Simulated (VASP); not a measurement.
# BaF2 (Fm-3m) in VASP: further runs

Aim: see how the results for BaF2 move with the level of theory and the settings. Levels: revPBE+D3(BJ), PBEsol. Tasks: single point.

Everything below comes from runs of VASP 6.6.1. Logs are shortened: lines on timing, memory, paths and dates and some standing lists are left out, and cuts for length are marked.

### 1 The cell of the first run

The structure is cubic, space group Fm-3m (No. 225). Conventional cell: a = 6.220 Å, b = 6.220 Å, c = 6.220 Å, α = 90.00°, β = 90.00°, γ = 90.00°. Ba (site symmetry m-3m) has 8 F at 2.69 Å within 3.6 Å. F (site symmetry -43m) has 4 Ba at 2.69 Å and 6 F at 3.11 Å within 3.6 Å.

### 2 Single point, revPBE+D3(BJ) (20.05 Å³/atom)

INCAR

```
SYSTEM = BaF2
PREC     = Accurate       ! precision mode
ENCUT    = 1350           ! plane-wave cutoff, eV
EDIFF    = 1E-6           ! SCF threshold, eV
ISMEAR   = 0              ! smearing method
SIGMA    = 0.05           ! smearing width, eV
LREAL    = .False.        ! projectors in reciprocal space
LASPH    = .True.         ! aspherical terms in the spheres
NELM     = 120            ! most SCF steps
ALGO     = Normal         ! electronic algorithm
ISIF     = 2              ! what is computed and relaxed
LWAVE    = .False.        ! write WAVECAR
LCHARG   = .False.        ! write CHGCAR
GGA      = RE             ! functional
IVDW     = 12             ! dispersion correction
NBANDS   = 19             ! bands
GGA_COMPAT= .False.
```

KPOINTS

```
regular mesh
0
Gamma
  6 6 6
  0 0 0
```

POSCAR

```
BaF2
1.0
    0.0000000000      3.1099041394      3.1099041394
    3.1099041394      0.0000000000      3.1099041394
    3.1099041394      3.1099041394      0.0000000000
Ba F
1 2
Direct
    0.0000000000      0.0000000000      0.0000000000
    0.2500000000      0.2500000000      0.2500000000
    0.7500000000      0.7500000000      0.7500000000
```

Potentials or basis: VASP PAW PBE potentials, release 64 (Ba_sv, F_h).

On the command line:

```bash
$ cat potpaw_PBE.64/Ba_sv/POTCAR potpaw_PBE.64/F_h/POTCAR > POTCAR
$ mpirun -np 1 vasp_std > vasp.out
```

OUTCAR:

```text
SYSTEM = BaF2
   PREC = Accurate
   ENCUT = 1350
   EDIFF = 1E-6
   ISMEAR = 0
   LREAL = .False.
   LASPH = .True.
   NELM = 120
   ISIF = 2
   GGA = RE
   IVDW = 12
 IVDW          = 12

 ion  position               nearest neighbor table
   1  0.000  0.000  0.000-   3 2.69   3 2.69   3 2.69   2 2.69   3 2.69   2 2.69   2 2.69   2 2.69

   2  0.250  0.250  0.250-   1 2.69   1 2.69   1 2.69   1 2.69
   3  0.750  0.750  0.750-   1 2.69   1 2.69   1 2.69   1 2.69

  LATTYP: Found a face centered cubic cell.
 ALAT       =     6.2198082788

  Lattice vectors:

 A1 = (   0.0000000000,   3.1099041394,   3.1099041394)
 A2 = (   3.1099041394,   0.0000000000,   3.1099041394)
 A3 = (   3.1099041394,   3.1099041394,   0.0000000000)

Analysis of symmetry for initial positions (statically):
=====================================================================
 Subroutine PRICEL returns:
 Original cell was already a primitive cell.

 Routine SETGRP: Setting up the symmetry group for a
 face centered cubic supercell.

 Subroutine GETGRP returns: Found 48 space group operations
 (whereof 48 operations were pure point group operations)
 out of a pool of 48 trial point group operations.

The static configuration has the point symmetry O_h .

Analysis of symmetry for dynamics (positions and initial velocities):
=====================================================================
 Subroutine PRICEL returns:
 Original cell was already a primitive cell.

 Routine SETGRP: Setting up the symmetry group for a
 face centered cubic supercell.

 Subroutine GETGRP returns: Found 48 space group operations
 (whereof 48 operations were pure point group operations)
 out of a pool of 48 trial point group operations.

The dynamic configuration has the point symmetry O_h .

 Subroutine INISYM returns: Found 48 space group operations
 (whereof 48 operations are pure point group operations),
 and found     1 'primitive' translations

----------------------------------------------------------------------------------------

                                     Primitive cell

  volume of cell :      60.1549

  direct lattice vectors                    reciprocal lattice vectors
     0.000000000  3.109904139  3.109904139    -0.160776660  0.160776660  0.160776660
     3.109904139  0.000000000  3.109904139     0.160776660 -0.160776660  0.160776660
     3.109904139  3.109904139  0.000000000     0.160776660  0.160776660 -0.160776660

[... 75 lines left out ...]
   NELM   =    120;   NELMIN=  2; NELMDL= -5     # of ELM steps
   EDIFF  = 0.1E-05   stopping-criterion for ELM
   LREAL  =      F    real-space projection
   EDIFFG = 0.1E-04   stopping-criterion for IOM
   NSW    =      0    number of steps for IOM
   IBRION =     -1    ionic relax: 0-MD 1-quasi-New 2-CG
   NFREE  =      0    steps in history (QN), initial steepest desc. (CG)
   ISIF   =      2    stress and relaxation
   ISYM   =      2    0-nonsym 1-usesym 2-fastsym
   POTIM  = 0.5000    time-step for ionic-motion
   TEBEG  =    0.0;   TEEND  =   0.0 temperature during run
   PSTRESS=    0.0 pullay stress
   NELECT =      24.0000    total number of electrons
   NUPDOWN=      -1.0000    fix difference up-down
   EMIN   =  10.00;   EMAX   =-10.00  energy-range for DOS
   EFERMI =   0.00;   METHOD = LEGACY
   ISMEAR =     0;   SIGMA  =   0.05  broadening in eV -4-tet -1-fermi 0-gaus
   EFERMI_NEDOS =   21; number of points for ismear=-14 and -15
   IALGO  =     38    algorithm
   IMIX   =      4    mixing-type and parameters
     AMIX     =   0.40;   BMIX     =  1.00
     AMIX_MAG =   1.60;   BMIX_MAG =  1.00
  volume/ion in A,a.u.               =      20.05       135.32
  Fermi-wavevector in a.u.,A,eV,Ry     =   1.205188  2.277476 19.762175  1.452479
  Thomas-Fermi vector in A             =   2.340892
   LORBIT       =      0    0 simple, 1 ext, 2 COOP (PROOUT), +10 PAW based schemes
   GGA     = RE    functional components
   LHFCALC =     F    Hartree Fock is set to
   AEXX    =    0.0000 exact exchange contribution
   IVDW    =    12    specifies the selected vdW correction
   LEPSILON=     F    determine dielectric tensor
   LRPA    =     F    only Hartree local field effects (RPA)
 non-spin polarized calculation
 Gauss-broadening in eV      SIGMA  =   0.05
  energy-cutoff  :     1350.00
  volume of cell :       60.15
 maximum number of plane-waves:      6855
 NGX is ok and might be reduce to    54
   NGX = 27   NGY = 27   NGZ = 27

 number of electron      23.9999998 magnetization

 Free energy of the ion-electron system (eV)
  ---------------------------------------------------
  ext. energy  EPLUGINS =         0.00000000
  ---------------------------------------------------
  free energy    TOTEN  =       -16.38143639 eV

  energy without entropy =      -16.38143639  energy(sigma->0) =      -16.38143639

 E-fermi :  -1.4025     XC(G=0):  -8.3463

 val. band max:       -1.6841123053   @ k =  -0.1667   0.1667   0.0000
 cond. band min:       5.3547805007   @ k =   0.0000   0.0000   0.0000
 fundamental gap:      7.0388928059
 Fermi energy:        -1.4024745216

 k-point     1 :       0.0000    0.0000    0.0000
  band No.  band energies     occupation
      1     -24.8574      2.00000
      2     -20.6788      2.00000
      3     -20.6395      2.00000
      4      -9.7254      2.00000
      5      -9.7254      2.00000
      6      -9.7254      2.00000
[... 329 lines left out ...]
      6      -9.7007      2.00000
[... 11 lines left out ...]
     18      12.8541      0.00000
     19      13.1324      0.00000

------------------------ aborting loop because EDIFF is reached ----------------------------------------

 Edisp (eV)   -0.70510

 E8    (eV) :    -0.5038

  FORCE on cell =-STRESS in cart. coord.  units (eV):
  Direction    XX          YY          ZZ          XY          YZ          ZX
  --------------------------------------------------------------------------------------
  -------------------------------------------------------------------------------------
  Total       0.67372     0.67372     0.67372     0.00000    -0.00000     0.00000
  in kB      17.94394    17.94394    17.94394     0.00000    -0.00000     0.00000
  external pressure =       17.94 kB  Pullay stress =        0.00 kB

 VOLUME and BASIS-vectors are now :
 -----------------------------------------------------------------------------
  energy-cutoff  :     1350.00
  volume of cell :       60.15
      direct lattice vectors                 reciprocal lattice vectors
     0.000000000  3.109904139  3.109904139    -0.160776660  0.160776660  0.160776660
     3.109904139  0.000000000  3.109904139     0.160776660 -0.160776660  0.160776660
     3.109904139  3.109904139  0.000000000     0.160776660  0.160776660 -0.160776660

 POSITION                                       TOTAL-FORCE (eV/Angst)
 -----------------------------------------------------------------------------------
      0.00000      0.00000      0.00000         0.000000     -0.000000     -0.000000
      1.55495      1.55495      1.55495         0.000000      0.000000      0.000000
      4.66486      4.66486      4.66486        -0.000000     -0.000000     -0.000000
 -----------------------------------------------------------------------------------
    total drift:                                0.000000      0.000000      0.000000

  FREE ENERGIE OF THE ION-ELECTRON SYSTEM (eV)
  ---------------------------------------------------
  free  energy   TOTEN  =       -17.0865359258 eV

  energy  without entropy=      -17.0865359258  energy(sigma->0) =      -17.08653593
```

stdout:

```text
POSCAR found type information on POSCAR BaF
 POSCAR found :  2 types and       3 ions
 scaLAPACK will be used
 -----------------------------------------------------------------------------
|                                                                             |
|                                                                             |
|     You enforced a specific xc type in the INCAR file but a different       |
|     I HOPE YOU KNOW WHAT YOU ARE DOING!                                     |
|                                                                             |
 -----------------------------------------------------------------------------

 LDA part: xc-table for (Slater+PW92), standard interpolation
 POSCAR, INCAR and KPOINTS ok, starting setup
 FFT: planning ... GRIDC
 FFT: planning ... GRID_SOFT
 FFT: planning ... GRID
 WAVECAR not read
 entering main loop
```

Wall time 98 s (1 thread of AMD EPYC 7R13 (Zen 3), shared host); peak memory 0.37 GiB.

What came out:

| Property | Result |
| --- | --- |
| Free energy | -17.0865 eV |
| Pressure | 1.8 GPa |
| Band gap on the k mesh | 7.04 eV (least direct gap 7.10 eV) |
| Dispersion energy per atom | -0.235 eV |

Caveat: the PAW data sets were made with another functional, which shifts forces and pressure a little; spin-orbit coupling is left out, which moves the levels of the heavy elements. A k mesh can miss the band edges.

### 3 Single point, PBEsol (20.03 Å³/atom)

INCAR

```
PREC = Accurate
ENCUT = 1350
EDIFF = 1E-6
ISMEAR = 0
SIGMA = 0.05
LREAL = F
LASPH = T
NELM = 120
ALGO = Normal
ISIF = 2
LWAVE = F
LCHARG = T
GGA = PS
LELF = T
LVHAR = T
NBANDS = 19
GGA_COMPAT = F
```

KPOINTS

```
regular mesh
0
Gamma
  6 6 6
```

POSCAR

```
BaF2
1.0
    0.0000000000      3.1089566720      3.1089566720
    3.1089566720      0.0000000000      3.1089566720
    3.1089566720      3.1089566720      0.0000000000
Ba F
1 2
Direct
    0.0000000000      0.0000000000      0.0000000000
    0.2500000000      0.2500000000      0.2500000000
    0.7500000000      0.7500000000      0.7500000000
```

Potentials or basis: VASP PAW PBE potentials, release 64 (Ba_sv, F_h).

On the command line:

```bash
$ cat potpaw_PBE.64/Ba_sv/POTCAR potpaw_PBE.64/F_h/POTCAR > POTCAR
$ mpirun -np 1 vasp_std > vasp.out
```

OUTCAR:

```text
PREC = Accurate
   ENCUT = 1350
   EDIFF = 1E-6
   ISMEAR = 0
   LREAL = F
   LASPH = T
   NELM = 120
   ISIF = 2
   GGA = PS

 ion  position               nearest neighbor table
   1  0.000  0.000  0.000-   2 2.69   3 2.69   3 2.69   3 2.69   3 2.69   2 2.69   2 2.69   2 2.69

   2  0.250  0.250  0.250-   1 2.69   1 2.69   1 2.69   1 2.69
   3  0.750  0.750  0.750-   1 2.69   1 2.69   1 2.69   1 2.69

  LATTYP: Found a face centered cubic cell.
 ALAT       =     6.2179133440

  Lattice vectors:

 A1 = (   0.0000000000,   3.1089566720,   3.1089566720)
 A2 = (   3.1089566720,   0.0000000000,   3.1089566720)
 A3 = (   3.1089566720,   3.1089566720,   0.0000000000)

Analysis of symmetry for initial positions (statically):
=====================================================================
 Subroutine PRICEL returns:
 Original cell was already a primitive cell.

 Routine SETGRP: Setting up the symmetry group for a
 face centered cubic supercell.

 Subroutine GETGRP returns: Found 48 space group operations
 (whereof 48 operations were pure point group operations)
 out of a pool of 48 trial point group operations.

The static configuration has the point symmetry O_h .

Analysis of symmetry for dynamics (positions and initial velocities):
=====================================================================
 Subroutine PRICEL returns:
 Original cell was already a primitive cell.

 Routine SETGRP: Setting up the symmetry group for a
 face centered cubic supercell.

 Subroutine GETGRP returns: Found 48 space group operations
 (whereof 48 operations were pure point group operations)
 out of a pool of 48 trial point group operations.

The dynamic configuration has the point symmetry O_h .

[... 104 lines left out ...]
   EMIN   =  10.00;   EMAX   =-10.00  energy-range for DOS
   EFERMI =   0.00;   METHOD = LEGACY
   ISMEAR =     0;   SIGMA  =   0.05  broadening in eV -4-tet -1-fermi 0-gaus
   EFERMI_NEDOS =   21; number of points for ismear=-14 and -15
   IALGO  =     38    algorithm
   IMIX   =      4    mixing-type and parameters
     AMIX     =   0.40;   BMIX     =  1.00
     AMIX_MAG =   1.60;   BMIX_MAG =  1.00
  volume/ion in A,a.u.               =      20.03       135.19
  Fermi-wavevector in a.u.,A,eV,Ry     =   1.205556  2.278170 19.774222  1.453364
  Thomas-Fermi vector in A             =   2.341249
   LORBIT       =      0    0 simple, 1 ext, 2 COOP (PROOUT), +10 PAW based schemes
   GGA     = PS    functional components
   LHFCALC =     F    Hartree Fock is set to
   AEXX    =    0.0000 exact exchange contribution
   IVDW    =     0    specifies the selected vdW correction
   LEPSILON=     F    determine dielectric tensor
   LRPA    =     F    only Hartree local field effects (RPA)
 non-spin polarized calculation
 Gauss-broadening in eV      SIGMA  =   0.05
  energy-cutoff  :     1350.00
  volume of cell :       60.10
 maximum number of plane-waves:      6855
 NGX is ok and might be reduce to    54
   NGX = 27   NGY = 27   NGZ = 27

 number of electron      23.9999998 magnetization

 Free energy of the ion-electron system (eV)
  ---------------------------------------------------
  ext. energy  EPLUGINS =         0.00000000
  ---------------------------------------------------
  free energy    TOTEN  =       -17.65114304 eV

  energy without entropy =      -17.65114304  energy(sigma->0) =      -17.65114304

 E-fermi :  -1.7272     XC(G=0):  -8.8702

 val. band max:       -1.9497821876   @ k =  -0.1667   0.1667   0.0000
 cond. band min:       4.6590809088   @ k =   0.0000   0.0000   0.0000
 fundamental gap:      6.6088630965
 Fermi energy:        -1.7271917997

 k-point     1 :       0.0000    0.0000    0.0000
  band No.  band energies     occupation
      1     -25.0342      2.00000
      2     -20.7311      2.00000
      3     -20.7005      2.00000
      4      -9.8756      2.00000
      5      -9.8756      2.00000
      6      -9.8756      2.00000
[... 329 lines left out ...]
      6      -9.8525      2.00000
[... 11 lines left out ...]
     18      12.3184      0.00000
     19      12.5030      0.00000

------------------------ aborting loop because EDIFF is reached ----------------------------------------

  FORCE on cell =-STRESS in cart. coord.  units (eV):
  Direction    XX          YY          ZZ          XY          YZ          ZX
  --------------------------------------------------------------------------------------
  -------------------------------------------------------------------------------------
  Total       -0.4576098     -0.4576098     -0.4576098     -0.0000000      0.0000000      0.0000000
  in kB      -12.1992157    -12.1992157    -12.1992157     -0.0000000      0.0000000      0.0000000
  external PRESSURE =     -12.1992157 kB  Pullay stress =       0.0000000 kB

 VOLUME and BASIS-vectors are now :
 -----------------------------------------------------------------------------
  energy-cutoff  :     1350.00
  volume of cell :       60.10
      direct lattice vectors                 reciprocal lattice vectors
     0.000000000  3.108956672  3.108956672    -0.160825657  0.160825657  0.160825657
     3.108956672  0.000000000  3.108956672     0.160825657 -0.160825657  0.160825657
     3.108956672  3.108956672  0.000000000     0.160825657  0.160825657 -0.160825657

 POSITION                                       TOTAL-FORCE (eV/Angst)
 -----------------------------------------------------------------------------------
      0.00000      0.00000      0.00000         0.000000      0.000000      0.000000
      1.55448      1.55448      1.55448        -0.000000     -0.000000     -0.000000
      4.66344      4.66344      4.66344         0.000000      0.000000      0.000000
 -----------------------------------------------------------------------------------
    total drift:                                0.000000      0.000000      0.000000

  FREE ENERGIE OF THE ION-ELECTRON SYSTEM (eV)
  ---------------------------------------------------
  free  energy   TOTEN  =       -17.6511430357 eV

  energy  without entropy=      -17.6511430357  energy(sigma->0) =      -17.65114304
```

stdout:

```text
POSCAR found type information on POSCAR BaF
 POSCAR found :  2 types and       3 ions
 scaLAPACK will be used
 -----------------------------------------------------------------------------
|                                                                             |
|                                                                             |
|     You enforced a specific xc type in the INCAR file but a different       |
|     I HOPE YOU KNOW WHAT YOU ARE DOING!                                     |
|                                                                             |
 -----------------------------------------------------------------------------

 LDA part: xc-table for (Slater+PW92), standard interpolation
 POSCAR, INCAR and KPOINTS ok, starting setup
 FFT: planning ... GRIDC
 FFT: planning ... GRID_SOFT
 FFT: planning ... GRID
 WAVECAR not read
 entering main loop
```

Run time: 84 s. Hardware: 1 thread of Intel Xeon Platinum 8259CL at 2.50GHz (Skylake/Cascade Lake), shared host; peak memory 0.42 GiB.

What came out:

```yaml
Free_energy: -17.6511 eV
Pressure: -1.2 GPa
Band_gap_on_the_k_mesh: 6.61 eV (least direct gap 6.67 eV)
```

Caveat: the PAW data sets were made with another functional, which shifts forces and pressure a little; spin-orbit coupling is left out, which moves the levels of the heavy elements. A k mesh can miss the band edges.
